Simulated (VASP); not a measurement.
# MgO (Pm-3m) in VASP: notebook

The runs below take MgO through single point, with PBE, PBEsol, LDA.

Program: VASP 6.6.1. These are calculated values, not measurements. Logs are shortened: lines on timing, memory, paths and dates and some standing lists are left out, and cuts for length are marked.

### 1 The cell of the first run

The structure is cubic, space group Pm-3m (No. 221). The conventional cell has a = 2.623 Å, b = 2.623 Å, c = 2.623 Å, α = 90.00°, β = 90.00°, γ = 90.00°. Mg (site symmetry m-3m) has 8 O at 2.27 Å and 6 Mg at 2.62 Å within 3.0 Å. O (site symmetry m-3m) has 8 Mg at 2.27 Å and 6 O at 2.62 Å within 3.0 Å.

### 2 Single point, PBE

INCAR reads:

```
PREC     = Accurate       # precision mode
ENCUT    = 520            # plane-wave cutoff, eV
EDIFF    = 1E-7           # SCF threshold, eV
ISMEAR   = 0              # smearing method
SIGMA    = 0.01           # smearing width, eV
LREAL    = F              # projectors in reciprocal space
LASPH    = T              # aspherical terms in the spheres
NELM     = 100            # most SCF steps
ALGO     = Normal         # electronic algorithm
ISIF     = 2              # what is computed and relaxed
LWAVE    = F              # write WAVECAR
LCHARG   = T              # write CHGCAR
GGA      = PE             # functional
LELF     = T              # ELF
LVHAR    = T            
NBANDS   = 11             # bands
```

KPOINTS reads:

```
Automatic mesh
0
Gamma
  6 6 6
```

POSCAR reads:

```
MgO
1.0
    2.6233490555      0.0000000000      0.0000000000
    0.0000000000      2.6233490555      0.0000000000
    0.0000000000      0.0000000000      2.6233490555
Mg O
1 1
Direct
    0.0000000000      0.0000000000      0.0000000000
    0.5000000000      0.5000000000      0.5000000000
```

Potentials or basis: VASP PAW PBE potentials, release 64 (Mg, O).

On the command line:

```console
$ cat potpaw_PBE.64/Mg/POTCAR potpaw_PBE.64/O/POTCAR > POTCAR
$ mpirun -np 1 vasp_std > vasp.out
```

OUTCAR:

```text
PREC = Accurate
   ENCUT = 520
   EDIFF = 1E-7
   ISMEAR = 0
   LREAL = F
   LASPH = T
   NELM = 100
   ISIF = 2
   GGA = PE

 ion  position               nearest neighbor table
   1  0.000  0.000  0.000-   2 2.27   2 2.27   2 2.27   2 2.27   2 2.27   2 2.27   2 2.27   2 2.27

   2  0.500  0.500  0.500-   1 2.27   1 2.27   1 2.27   1 2.27   1 2.27   1 2.27   1 2.27   1 2.27

  LATTYP: Found a simple cubic cell.
 ALAT       =     2.6233490555

  Lattice vectors:

 A1 = (   2.6233490555,   0.0000000000,   0.0000000000)
 A2 = (   0.0000000000,   2.6233490555,   0.0000000000)
 A3 = (   0.0000000000,   0.0000000000,   2.6233490555)

Analysis of symmetry for initial positions (statically):
=====================================================================
 Subroutine PRICEL returns:
 Original cell was already a primitive cell.

 Routine SETGRP: Setting up the symmetry group for a
 simple cubic supercell.

 Subroutine GETGRP returns: Found 48 space group operations
 (whereof 48 operations were pure point group operations)
 out of a pool of 48 trial point group operations.

The static configuration has the point symmetry O_h .

Analysis of symmetry for dynamics (positions and initial velocities):
=====================================================================
 Subroutine PRICEL returns:
 Original cell was already a primitive cell.

 Routine SETGRP: Setting up the symmetry group for a
 simple cubic supercell.

 Subroutine GETGRP returns: Found 48 space group operations
 (whereof 48 operations were pure point group operations)
 out of a pool of 48 trial point group operations.

The dynamic configuration has the point symmetry O_h .

 Subroutine INISYM returns: Found 48 space group operations
 (whereof 48 operations are pure point group operations),
 and found     1 'primitive' translations

----------------------------------------------------------------------------------------

                                     Primitive cell

  volume of cell :      18.0538

  direct lattice vectors                    reciprocal lattice vectors
     2.623349055  0.000000000  0.000000000     0.381192125  0.000000000  0.000000000
     0.000000000  2.623349055  0.000000000     0.000000000  0.381192125  0.000000000
     0.000000000  0.000000000  2.623349055     0.000000000  0.000000000  0.381192125

  length of vectors
     2.623349055  2.623349055  2.623349055     0.381192125  0.381192125  0.381192125

  position of ions in fractional coordinates (direct lattice)
     0.000000000  0.000000000  0.000000000
     0.500000000  0.500000000  0.500000000

  ion indices of the primitive-cell ions
   primitive index   ion index
                 1           1
                 2           2

----------------------------------------------------------------------------------------

 KPOINTS: Automatic mesh

Automatic generation of k-mesh.
 Grid dimensions read from file:
 generate k-points for:    6    6    6

 Generating k-lattice:

  Cartesian coordinates                     Fractional coordinates (reciprocal lattice)
     0.063532021  0.000000000  0.000000000     0.166666667  0.000000000  0.000000000
     0.000000000  0.063532021  0.000000000     0.000000000  0.166666667  0.000000000
     0.000000000  0.000000000  0.063532021     0.000000000  0.000000000  0.166666667

  Length of vectors
     0.063532021  0.063532021  0.063532021

  Shift w.r.t. Gamma in fractional coordinates (k-lattice)
     0.000000000  0.000000000  0.000000000

 Subroutine IBZKPT returns following result:
 ===========================================

 Found     20 irreducible k-points:

 Following reciprocal coordinates:
            Coordinates               Weight
  0.000000  0.000000  0.000000      1.000000
  0.166667  0.000000  0.000000      6.000000
  0.333333  0.000000  0.000000      6.000000
  0.500000  0.000000  0.000000      3.000000
  0.166667  0.166667  0.000000     12.000000
  0.333333  0.166667  0.000000     24.000000
[... 12 lines left out ...]
  0.500000  0.500000  0.333333      6.000000
  0.500000  0.500000  0.500000      1.000000
   k-points           NKPTS =     20   k-points in BZ     NKDIM =     20   number of bands    NBANDS=     11
   number of dos      NEDOS =    301   number of ions     NIONS =      2
   total plane-waves  NPLWV =   8000
   dimension x,y,z NGX =    20 NGY =   20 NGZ =   20
   dimension x,y,z NGXF=    40 NGYF=   40 NGZF=   40
   ions per type =               1   1
   NGX,Y,Z   is equivalent  to a cutoff of  12.67, 12.67, 12.67 a.u.
   NGXF,Y,Z  is equivalent  to a cutoff of  25.35, 25.35, 25.35 a.u.
 SYSTEM =  unknown system
   PREC   = accura    normal or accurate (medium, high low for compatibility)
   ISTART =      0    job   : 0-new  1-cont  2-samecut
   ICHARG =      2    charge: 1-file 2-atom 10-const
   ISPIN  =      1    spin polarized calculation?
   LNONCOLLINEAR =      F non collinear calculations
   LSORBIT =      F    spin-orbit coupling
   LASPH  =      T    aspherical Exc in radial PAW
   ENCUT  =  520.0 eV  38.22 Ry    6.18 a.u.   4.88  4.88  4.88*2*pi/ulx,y,z
   NELM   =    100;   NELMIN=  2; NELMDL= -5     # of ELM steps
   EDIFF  = 0.1E-06   stopping-criterion for ELM
   LREAL  =      F    real-space projection
   EDIFFG = 0.1E-05   stopping-criterion for IOM
   NSW    =      0    number of steps for IOM
   IBRION =     -1    ionic relax: 0-MD 1-quasi-New 2-CG
   NFREE  =      0    steps in history (QN), initial steepest desc. (CG)
   ISIF   =      2    stress and relaxation
   ISYM   =      2    0-nonsym 1-usesym 2-fastsym
   POTIM  = 0.5000    time-step for ionic-motion
   TEBEG  =    0.0;   TEEND  =   0.0 temperature during run
   PSTRESS=    0.0 pullay stress
   NELECT =       8.0000    total number of electrons
   NUPDOWN=      -1.0000    fix difference up-down
   EMIN   =  10.00;   EMAX   =-10.00  energy-range for DOS
   EFERMI =   0.00;   METHOD = LEGACY
   ISMEAR =     0;   SIGMA  =   0.01  broadening in eV -4-tet -1-fermi 0-gaus
   EFERMI_NEDOS =   21; number of points for ismear=-14 and -15
   IALGO  =     38    algorithm
   IMIX   =      4    mixing-type and parameters
     AMIX     =   0.40;   BMIX     =  1.00
     AMIX_MAG =   1.60;   BMIX_MAG =  1.00
  volume/ion in A,a.u.               =       9.03        60.92
  Fermi-wavevector in a.u.,A,eV,Ry     =   1.248098  2.358564 21.194462  1.557749
  Thomas-Fermi vector in A             =   2.382200
   LORBIT       =      0    0 simple, 1 ext, 2 COOP (PROOUT), +10 PAW based schemes
   GGA     = PE    functional components
   LHFCALC =     F    Hartree Fock is set to
   AEXX    =    0.0000 exact exchange contribution
   IVDW    =     0    specifies the selected vdW correction
   LEPSILON=     F    determine dielectric tensor
   LRPA    =     F    only Hartree local field effects (RPA)
 non-spin polarized calculation
 Gauss-broadening in eV      SIGMA  =   0.01
  energy-cutoff  :      520.00
  volume of cell :       18.05
 maximum number of plane-waves:       500
 NGX is ok and might be reduce to    20
   NGX =  9   NGY =  9   NGZ =  9

 number of electron       7.9999999 magnetization

 Free energy of the ion-electron system (eV)
  ---------------------------------------------------
  ext. energy  EPLUGINS =         0.00000000
  ---------------------------------------------------
  free energy    TOTEN  =       -10.38620828 eV

  energy without entropy =      -10.38620828  energy(sigma->0) =      -10.38620828

 E-fermi :   5.2905     XC(G=0): -11.3655

 val. band max:        5.1262759538   @ k =   0.5000   0.5000   0.0000
 cond. band min:       7.7436433769   @ k =   0.0000   0.0000   0.0000
 fundamental gap:      2.6173674231
 Fermi energy:         5.2904581702

 k-point     1 :       0.0000    0.0000    0.0000
  band No.  band energies     occupation
      1     -13.4657      2.00000
      2       4.1059      2.00000
      3       4.1059      2.00000
      4       4.1059      2.00000
      5       7.7436      0.00000
      6      15.5938      0.00000
      7      15.5938      0.00000
      8      25.6107      0.00000
      9      25.6107      0.00000
     10      25.6107      0.00000
     11      32.7792      0.00000

 k-point     2 :       0.1667    0.0000    0.0000
  band No.  band energies     occupation
      1     -13.1964      2.00000
      2       2.1926      2.00000
      3       4.2139      2.00000
      4       4.2139      2.00000
      5       9.0821      0.00000
      6      16.0448      0.00000
      7      16.1752      0.00000
      8      25.1165      0.00000
      9      25.1165      0.00000
     10      26.2521      0.00000
     11      30.8641      0.00000

 k-point     3 :       0.3333    0.0000    0.0000
  band No.  band energies     occupation
      1     -12.5806      2.00000
      2      -0.3599      2.00000
      3       4.4400      2.00000
      4       4.4400      2.00000
      5      10.9618      0.00000
      6      15.6679      0.00000
      7      17.8685      0.00000
      8      23.9363      0.00000
      9      23.9363      0.00000
     10      25.6797      0.00000
     11      29.2958      0.00000

 k-point     4 :       0.5000    0.0000    0.0000
  band No.  band energies     occupation
      1     -12.2193      2.00000
      2      -1.4462      2.00000
      3       4.5587      2.00000
      4       4.5587      2.00000
      5      12.2327      0.00000
      6      14.6759      0.00000
      7      19.7308      0.00000
      8      22.6191      0.00000
      9      23.3054      0.00000
     10      23.3054      0.00000
     11      28.8957      0.00000
[... 183 lines left out ...]
 k-point    18 :       0.5000    0.3333    0.3333
  band No.  band energies     occupation
      1     -10.9538      2.00000
      2       0.7520      2.00000
      3       1.8467      2.00000
      4       2.1086      2.00000
      5      12.5114      0.00000
      6      13.5545      0.00000
      7      14.4728      0.00000
      8      22.4063      0.00000
      9      23.4764      0.00000
     10      23.6366      0.00000
     11      25.3209      0.00000

 k-point    19 :       0.5000    0.5000    0.3333
  band No.  band energies     occupation
      1     -10.7120      2.00000
      2       1.1395      2.00000
      3       1.1395      2.00000
      4       2.2640      2.00000
      5      11.8492      0.00000
      6      13.7053      0.00000
      7      13.7053      0.00000
      8      22.7581      0.00000
      9      23.2194      0.00000
     10      24.1269      0.00000
     11      24.1269      0.00000

 k-point    20 :       0.5000    0.5000    0.5000
  band No.  band energies     occupation
      1     -10.4730      2.00000
      2       1.4523      2.00000
      3       1.4523      2.00000
      4       1.4523      2.00000
      5      12.6565      0.00000
      6      12.6565      0.00000
      7      12.6565      0.00000
      8      21.6283      0.00000
      9      24.0913      0.00000
     10      24.0913      0.00000
     11      24.0913      0.00000

------------------------ aborting loop because EDIFF is reached ----------------------------------------

  FORCE on cell =-STRESS in cart. coord.  units (eV):
  Direction    XX          YY          ZZ          XY          YZ          ZX
  --------------------------------------------------------------------------------------
  -------------------------------------------------------------------------------------
  Total        0.6155024      0.6155024      0.6155024     -0.0000000     -0.0000000      0.0000000
  in kB       54.6225657     54.6225657     54.6225657     -0.0000000     -0.0000000      0.0000000
  external PRESSURE =      54.6225657 kB  Pullay stress =       0.0000000 kB

 VOLUME and BASIS-vectors are now :
 -----------------------------------------------------------------------------
  energy-cutoff  :      520.00
  volume of cell :       18.05
      direct lattice vectors                 reciprocal lattice vectors
     2.623349055  0.000000000  0.000000000     0.381192125  0.000000000  0.000000000
     0.000000000  2.623349055  0.000000000     0.000000000  0.381192125  0.000000000
     0.000000000  0.000000000  2.623349055     0.000000000  0.000000000  0.381192125

 POSITION                                       TOTAL-FORCE (eV/Angst)
 -----------------------------------------------------------------------------------
      0.00000      0.00000      0.00000         0.000000      0.000000      0.000000
      1.31167      1.31167      1.31167         0.000000      0.000000      0.000000
 -----------------------------------------------------------------------------------
    total drift:                                0.000000      0.000000      0.000000

  FREE ENERGIE OF THE ION-ELECTRON SYSTEM (eV)
  ---------------------------------------------------
  free  energy   TOTEN  =       -10.3862082811 eV

  energy  without entropy=      -10.3862082811  energy(sigma->0) =      -10.38620828
```

Run time: 7.7 s. Hardware: 1 thread of Intel Xeon 8259CL, shared host; peak memory 0.12 GiB.

What came out:

```yaml
Free_energy: -10.3862 eV
Pressure: 5.5 GPa
Band_gap_on_the_k_mesh: 2.62 eV, indirect (least direct gap 3.64 eV)
```

### 3 Single point, PBE

INCAR reads:

```
SYSTEM = MgO
ALGO     = Normal         ! electronic algorithm
EDIFF    = 1E-7           ! SCF threshold, eV
ENCUT    = 520            ! plane-wave cutoff, eV
GGA      = PE             ! functional
ISIF     = 2              ! what is computed and relaxed
ISMEAR   = 0              ! smearing method
LASPH    = .True.         ! aspherical terms in the spheres
LCHARG   = .False.        ! write CHGCAR
LREAL    = .False.        ! projectors in reciprocal space
LWAVE    = .False.        ! write WAVECAR
NBANDS   = 11             ! bands
NELM     = 100            ! most SCF steps
PREC     = Accurate       ! precision mode
SIGMA    = 0.01           ! smearing width, eV
```

KPOINTS reads:

```
k-points
0
Gamma
  6 6 6
  0 0 0
```

POSCAR is that of step 2.

Potentials or basis: VASP PAW PBE potentials, release 64 (Mg, O).

On the command line:

```console
$ cat potpaw_PBE.64/Mg/POTCAR potpaw_PBE.64/O/POTCAR > POTCAR
$ mpirun -np 1 vasp_std > vasp.out
```

Run time: 6.3 s. Hardware: 1 thread of Intel Xeon 8259CL, shared host; peak memory 0.12 GiB.

The run converged. Its results:

```
Free energy            : -10.3862 eV
Pressure               : 5.5 GPa
Band gap on the k mesh : 2.62 eV, indirect (least direct gap 3.64 eV)
```

Levels at points of the mesh, in eV from the valence-band top:
| k point | band 1 | band 2 | band 3 | band 4 | band 5 | band 6 | band 7 | band 8 | band 9 |
| --- | --- | --- | --- | --- | --- | --- | --- | --- | --- |
| (0.00, 0.00, 0.00) | -18.59 | -1.02 | -1.02 | -1.02 | 2.62 | 10.47 | 10.47 | 20.48 | 20.48 |
| (0.50, 0.00, 0.00) | -17.35 | -6.57 | -0.57 | -0.57 | 7.11 | 9.55 | 14.60 | 17.49 | 18.18 |
| (0.50, 0.50, 0.00) | -16.46 | -4.76 | -4.76 | 0.00 | 4.99 | 12.30 | 12.30 | 13.43 | 19.41 |
| (0.50, 0.50, 0.50) | -15.60 | -3.67 | -3.67 | -3.67 | 7.53 | 7.53 | 7.53 | 16.50 | 18.96 |

### 4 Single point, PBEsol

This run uses another cell than the first one, of 9.13 Å³/atom, 1.012 times its volume.

INCAR reads:

```
SYSTEM = MgO
ALGO = Normal ; EDIFF = 1E-7
ENCUT = 520 ; GGA = PS
ISIF = 2 ; ISMEAR = -1
LASPH = .True. ; LCHARG = .False.
LREAL = .False. ; LWAVE = .False.
NBANDS = 11 ; NELM = 80
PREC = Accurate ; SIGMA = 0.02
```

KPOINTS reads:

```
k-points
0
Gamma
  8 8 8
  0 0 0
```

POSCAR reads:

```
MgO
1.0
    2.6334477580      0.0000000000      0.0000000000
    0.0000000000      2.6334477580      0.0000000000
    0.0000000000      0.0000000000      2.6334477580
Mg O
1 1
Direct
    0.0000000000      0.0000000000      0.0000000000
    0.5000000000      0.5000000000      0.5000000000
```

On the command line:

```console
$ cat potpaw_PBE.64/Mg/POTCAR potpaw_PBE.64/O/POTCAR > POTCAR
$ mpirun -np 1 vasp_std > vasp.out
```

Run time: 9.3 s. Hardware: 1 thread of Intel Xeon 8259CL, shared host; peak memory 0.12 GiB.

It converged, with:

| Property | Result |
| --- | --- |
| Free energy | -11.0281 eV |
| Pressure | -0.6 GPa |
| Band gap on the k mesh | 2.47 eV, indirect (least direct gap 3.48 eV) |

Levels at points of the mesh, in eV from the valence-band top:
```csv
k point,band 2,band 3,band 4,band 5,band 6,band 7
"(0.00, 0.00, 0.00)",-1.02,-1.02,-1.02,2.47,10.28,10.28
"(0.50, 0.00, 0.00)",-6.57,-0.56,-0.56,6.91,9.38,14.38
"(0.50, 0.50, 0.00)",-4.76,-4.76,0.00,4.84,12.08,12.08
"(0.50, 0.50, 0.50)",-3.66,-3.66,-3.66,7.35,7.35,7.35
```

Caveat: the PAW data sets were made with another functional, which shifts forces and pressure a little. A k mesh can miss the band edges.

(Part 1 of 2 ends here.)
